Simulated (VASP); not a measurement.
# Mo (R-3m) in VASP: single point with PBE

Aim: the single point of Mo with PBE.

All numbers are computed with VASP 6.6.1; they aren't measurements. Logs are shortened: lines on timing, memory, paths and dates and some standing lists are left out, and cuts for length are marked.

**1. The cell of the first run**

It takes space group R-3m (No. 166, trigonal). The conventional cell has a = 2.911 Å, b = 2.911 Å, c = 6.294 Å, α = 90.00°, β = 90.00°, γ = 120.00°. Within 3.5 Å of Mo (site symmetry -3m) lie 12 Mo at 2.69 to 2.91 Å.

**2. Single point, PBE (strained)**

Input file INCAR:

```
SYSTEM = Mo
  ALGO = Normal
  EDIFF = 1E-6
  ENCUT = 520
  GGA = PE
  ISIF = 2
  ISMEAR = 0
  LASPH = .True.
  LCHARG = .False.
  LREAL = .False.
  LWAVE = .False.
  NBANDS = 13
  NELM = 80
  PREC = Accurate
  SIGMA = 0.1
```

Input file KPOINTS:

```
k-points
0
Gamma
  15 15 15
  0 0 0
```

Input file POSCAR:

```
Mo
1.0
   -0.1612000000      1.8974046000      1.8974046000
    1.8974046000     -0.1612000000      1.8974046000
    1.8974046000      1.8974046000     -0.1612000000
Mo
1
Direct
    0.0000000000      0.0000000000      0.0000000000
```

Potentials or basis: VASP PAW PBE potentials, release 64 (Mo_sv).

The run is started by

```bash
$ cat potpaw_PBE.64/Mo_sv/POTCAR > POTCAR
$ mpirun -np 1 vasp_std > vasp.out
```

OUTCAR:

```text
SYSTEM = Mo
   EDIFF = 1E-6
   ENCUT = 520
   GGA = PE
   ISIF = 2
   ISMEAR = 0
   LASPH = .True.
   LREAL = .False.
   NELM = 80
   PREC = Accurate

 ion  position               nearest neighbor table
   1  0.000  0.000  0.000-

  LATTYP: Found a trigonal (rhomboedric) cell.
 ALAT       =     2.6881729617
 COS(alpha) =     0.4135493653

  Lattice vectors:

 A1 = (  -0.1612000000,   1.8974046000,   1.8974046000)
 A2 = (   1.8974046000,  -0.1612000000,   1.8974046000)
 A3 = (   1.8974046000,   1.8974046000,  -0.1612000000)

Analysis of symmetry for initial positions (statically):
=====================================================================
 Subroutine PRICEL returns:
 Original cell was already a primitive cell.

 Routine SETGRP: Setting up the symmetry group for a
 trigonal (rhombohedral) supercell.

 Subroutine GETGRP returns: Found 12 space group operations
 (whereof 12 operations were pure point group operations)
 out of a pool of 12 trial point group operations.

The static configuration has the point symmetry D_3d.

Analysis of symmetry for dynamics (positions and initial velocities):
=====================================================================
 Subroutine PRICEL returns:
 Original cell was already a primitive cell.

 Routine SETGRP: Setting up the symmetry group for a
 trigonal (rhombohedral) supercell.

 Subroutine GETGRP returns: Found 12 space group operations
 (whereof 12 operations were pure point group operations)
 out of a pool of 12 trial point group operations.

The dynamic configuration has the point symmetry D_3d.

 Subroutine INISYM returns: Found 12 space group operations
 (whereof 12 operations are pure point group operations),
 and found     1 'primitive' translations

----------------------------------------------------------------------------------------

                                     Primitive cell

  volume of cell :      15.3987

  direct lattice vectors                    reciprocal lattice vectors
    -0.161200000  1.897404600  1.897404600    -0.232107806  0.253658134  0.253658134
     1.897404600 -0.161200000  1.897404600     0.253658134 -0.232107806  0.253658134
     1.897404600  1.897404600 -0.161200000     0.253658134  0.253658134 -0.232107806

  length of vectors
     2.688172962  2.688172962  2.688172962     0.427269156  0.427269156  0.427269156

  position of ions in fractional coordinates (direct lattice)
     0.000000000  0.000000000  0.000000000

  ion indices of the primitive-cell ions
   primitive index   ion index
                 1           1

----------------------------------------------------------------------------------------

 KPOINTS: k-points

Automatic generation of k-mesh.
 Grid dimensions read from file:
 generate k-points for:   15   15   15

 Generating k-lattice:

  Cartesian coordinates                     Fractional coordinates (reciprocal lattice)
    -0.015473854  0.016910542  0.016910542     0.066666667  0.000000000  0.000000000
     0.016910542 -0.015473854  0.016910542     0.000000000  0.066666667  0.000000000
     0.016910542  0.016910542 -0.015473854     0.000000000  0.000000000  0.066666667

  Length of vectors
     0.028484610  0.028484610  0.028484610

  Shift w.r.t. Gamma in fractional coordinates (k-lattice)
     0.000000000  0.000000000  0.000000000

 Subroutine IBZKPT returns following result:
 ===========================================

 Found    344 irreducible k-points:

 Following reciprocal coordinates:
            Coordinates               Weight
  0.000000  0.000000  0.000000      1.000000
  0.066667  0.000000  0.000000      6.000000
  0.133333 -0.000000 -0.000000      6.000000
  0.200000 -0.000000 -0.000000      6.000000
  0.266667 -0.000000 -0.000000      6.000000
  0.333333  0.000000  0.000000      6.000000
[... 16 lines left out ...]
  0.133333  0.133333  0.000000      6.000000
  0.200000  0.133333 -0.000000     12.000000
 [... further k-points ...]
   k-points           NKPTS =    344   k-points in BZ     NKDIM =    344   number of bands    NBANDS=     13
   number of dos      NEDOS =    301   number of ions     NIONS =      1
   total plane-waves  NPLWV =   8000
   dimension x,y,z NGX =    20 NGY =   20 NGZ =   20
   dimension x,y,z NGXF=    40 NGYF=   40 NGZF=   40
   ions per type =               1
   NGX,Y,Z   is equivalent  to a cutoff of  12.37, 12.37, 12.37 a.u.
   NGXF,Y,Z  is equivalent  to a cutoff of  24.74, 24.74, 24.74 a.u.
 SYSTEM =  Mo
   PREC   = accura    normal or accurate (medium, high low for compatibility)
   ISTART =      0    job   : 0-new  1-cont  2-samecut
   ICHARG =      2    charge: 1-file 2-atom 10-const
   ISPIN  =      1    spin polarized calculation?
   LNONCOLLINEAR =      F non collinear calculations
   LSORBIT =      F    spin-orbit coupling
   LASPH  =      T    aspherical Exc in radial PAW
   ENCUT  =  520.0 eV  38.22 Ry    6.18 a.u.   5.00  5.00  5.00*2*pi/ulx,y,z
   NELM   =     80;   NELMIN=  2; NELMDL= -5     # of ELM steps
   EDIFF  = 0.1E-05   stopping-criterion for ELM
   LREAL  =      F    real-space projection
   EDIFFG = 0.1E-04   stopping-criterion for IOM
   NSW    =      0    number of steps for IOM
   IBRION =     -1    ionic relax: 0-MD 1-quasi-New 2-CG
   NFREE  =      0    steps in history (QN), initial steepest desc. (CG)
   ISIF   =      2    stress and relaxation
   ISYM   =      2    0-nonsym 1-usesym 2-fastsym
   POTIM  = 0.5000    time-step for ionic-motion
   TEBEG  =    0.0;   TEEND  =   0.0 temperature during run
   PSTRESS=    0.0 pullay stress
   NELECT =      14.0000    total number of electrons
   NUPDOWN=      -1.0000    fix difference up-down
   EMIN   =  10.00;   EMAX   =-10.00  energy-range for DOS
   EFERMI =   0.00;   METHOD = LEGACY
   ISMEAR =     0;   SIGMA  =   0.10  broadening in eV -4-tet -1-fermi 0-gaus
   EFERMI_NEDOS =   21; number of points for ismear=-14 and -15
   IALGO  =     38    algorithm
   IMIX   =      4    mixing-type and parameters
     AMIX     =   0.40;   BMIX     =  1.00
     AMIX_MAG =   1.60;   BMIX_MAG =  1.00
  volume/ion in A,a.u.               =      15.40       103.92
  Fermi-wavevector in a.u.,A,eV,Ry     =   1.585950  2.997011 34.221880  2.515237
  Thomas-Fermi vector in A             =   2.685336
   LORBIT       =      0    0 simple, 1 ext, 2 COOP (PROOUT), +10 PAW based schemes
   GGA     = PE    functional components
   LHFCALC =     F    Hartree Fock is set to
   AEXX    =    0.0000 exact exchange contribution
   IVDW    =     0    specifies the selected vdW correction
   LEPSILON=     F    determine dielectric tensor
   LRPA    =     F    only Hartree local field effects (RPA)
 non-spin polarized calculation
 Gauss-broadening in eV      SIGMA  =   0.10
  energy-cutoff  :      520.00
  volume of cell :       15.40
 maximum number of plane-waves:       443
   NGX =  9   NGY =  9   NGZ =  9

 number of electron      14.0000000 magnetization

 Free energy of the ion-electron system (eV)
  ---------------------------------------------------
  ext. energy  EPLUGINS =         0.00000000
  ---------------------------------------------------
  free energy    TOTEN  =       -10.52609908 eV

  energy without entropy =      -10.52074392  energy(sigma->0) =      -10.52342150

 E-fermi :  12.6340     XC(G=0): -13.4497

 val. band max:       12.6339048764   @ k =   0.3333   0.3333   0.0667
 cond. band min:      12.6359742281   @ k =   0.2000   0.2000  -0.0000
 fundamental gap:      0.0020693517
 Fermi energy:        12.6339788799

 k-point     1 :       0.0000    0.0000    0.0000
  band No.  band energies     occupation
      1     -48.3577      2.00000
      2     -21.6592      2.00000
      3     -21.6592      2.00000
      4     -21.4012      2.00000
      5       5.5838      2.00000
      6      10.7378      2.00000
      7      10.7378      2.00000
      8      13.0724      0.00000
      9      14.6864      0.00000
     10      14.6864      0.00000
     11      25.5416      0.00000
     12      30.0914      0.00000
     13      30.0914      0.00000

 k-point     2 :       0.0667    0.0000    0.0000
  band No.  band energies     occupation
      1     -48.3475      2.00000
      2     -21.7138      2.00000
      3     -21.6624      2.00000
      4     -21.4223      2.00000
      5       5.7632      2.00000
      6      10.7196      2.00000
      7      10.7824      2.00000
      8      13.0915      0.00000
      9      14.6145      0.00000
     10      14.6385      0.00000
     11      25.8725      0.00000
     12      29.6126      0.00000
     13      30.4561      0.00000

 k-point     3 :       0.1333   -0.0000   -0.0000
  band No.  band energies     occupation
      1     -48.3184      2.00000
      2     -21.8837      2.00000
      3     -21.6715      2.00000
      4     -21.4637      2.00000
      5       6.2599      2.00000
      6      10.6601      2.00000
      7      10.8845      2.00000
      8      13.1813      0.00000
      9      14.4670      0.00000
     10      14.5545      0.00000
     11      26.7434      0.00000
     12      28.5070      0.00000
     13      31.5005      0.00000
[... 305 lines left out ...]
 k-point    23 :       0.1333    0.1333    0.0000
  band No.  band energies     occupation
      1     -48.2967      2.00000
      2     -21.8439      2.00000
      3     -21.7694      2.00000
      4     -21.5512      2.00000
      5       6.5430      2.00000
      6      10.4222      2.00000
      7      11.4573      2.00000
      8      12.9633      0.00000
      9      13.7261      0.00000
     10      14.9161      0.00000
     11      27.4037      0.00000
     12      29.9065      0.00000
     13      30.6168      0.00000

 k-point    24 :       0.2000    0.1333   -0.0000
  band No.  band energies     occupation
      1     -48.2608      2.00000
      2     -22.0460      2.00000
      3     -21.7796      2.00000
      4     -21.5943      2.00000
      5       7.0843      2.00000
      6      10.2066      2.00000
      7      11.6485      2.00000
      8      13.1117      0.00000
      9      13.5495      0.00000
     10      15.0423      0.00000
     11      28.3960      0.00000
     12      28.8959      0.00000
     13      31.7162      0.00000

 [... further k-points ...]

------------------------ aborting loop because EDIFF is reached ----------------------------------------

  FORCE on cell =-STRESS in cart. coord.  units (eV):
  Direction    XX          YY          ZZ          XY          YZ          ZX
  --------------------------------------------------------------------------------------
  -------------------------------------------------------------------------------------
  Total        1.2839643      1.2839643      1.2839643     -0.2256803     -0.2256803     -0.2256803
  in kB      133.5916861    133.5916861    133.5916861    -23.4811908    -23.4811908    -23.4811908
  external PRESSURE =     133.5916861 kB  Pullay stress =       0.0000000 kB

 VOLUME and BASIS-vectors are now :
 -----------------------------------------------------------------------------
  energy-cutoff  :      520.00
  volume of cell :       15.40
      direct lattice vectors                 reciprocal lattice vectors
    -0.161200000  1.897404600  1.897404600    -0.232107806  0.253658134  0.253658134
     1.897404600 -0.161200000  1.897404600     0.253658134 -0.232107806  0.253658134
     1.897404600  1.897404600 -0.161200000     0.253658134  0.253658134 -0.232107806

 POSITION                                       TOTAL-FORCE (eV/Angst)
 -----------------------------------------------------------------------------------
      0.00000      0.00000      0.00000         0.000000      0.000000     -0.000000
 -----------------------------------------------------------------------------------
    total drift:                               -0.000000     -0.000000     -0.000000

  FREE ENERGIE OF THE ION-ELECTRON SYSTEM (eV)
  ---------------------------------------------------
  free  energy   TOTEN  =       -10.5260990838 eV

  energy  without entropy=      -10.5207439169  energy(sigma->0) =      -10.52342150
```

Run time: 43 s. Hardware: 1 thread of AMD EPYC 7R43 (Zen 3), shared host; peak memory 0.14 GiB.

Results:

```
Free energy            : -10.5261 eV
Pressure               : 13.4 GPa
Band gap on the k mesh : zero (bands 7 and 8 overlap by 4.30 eV)
```

Stress tensor (GPa, compression positive):
```
13.36 -2.35 -2.35
-2.35 13.36 -2.35
-2.35 -2.35 13.36
```

Caveat: the cell differs from its parent crystal (strained); the cell stands under pressure.
